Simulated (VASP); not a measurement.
A run of VASP 6.6.1 is set up as follows.

INCAR

```
SYSTEM = BeS4
PREC = Accurate
ENCUT = 520
EDIFF = 1E-7
ISMEAR = 0
SIGMA = 0.1
LREAL = .False.
LASPH = .True.
NELM = 100
ALGO = Normal
ISIF = 2
LWAVE = .False.
LCHARG = .False.
GGA = PE
NBANDS = 21
```

Contents of KPOINTS:

```
regular mesh
0
Gamma
  8 8 12
  0 0 0
```

File POSCAR:

```
BeS4
1.0
    5.0397503487      0.0000000000      0.0000000000
    0.0000000000      5.0397503487      0.0000000000
    0.0000000000      0.0000000000      3.3678432578
Be S
1 4
Direct
    0.5000000000      0.5000000000      0.0000000000
    0.2535207987      0.2535207987      0.5000000000
    0.7464792013      0.7464792013      0.5000000000
    0.7464792013      0.2535207987      0.5000000000
    0.2535207987      0.7464792013      0.5000000000
```

Potentials or basis: VASP PAW PBE potentials, release 64 (Be, S).

Run with:

```sh
$ cat potpaw_PBE.64/Be/POTCAR potpaw_PBE.64/S/POTCAR > POTCAR
$ mpirun -np 1 vasp_std > vasp.out
```

What does it give for the band gap on the k mesh?

Zero (bands 13 and 14 overlap by 4.05 eV).

Predict the pressure.

-0.1 GPa.

Stress tensor (GPa, compression positive):
```
-0.17  0.00  0.00
 0.00 -0.17  0.00
 0.00  0.00 -0.07
```
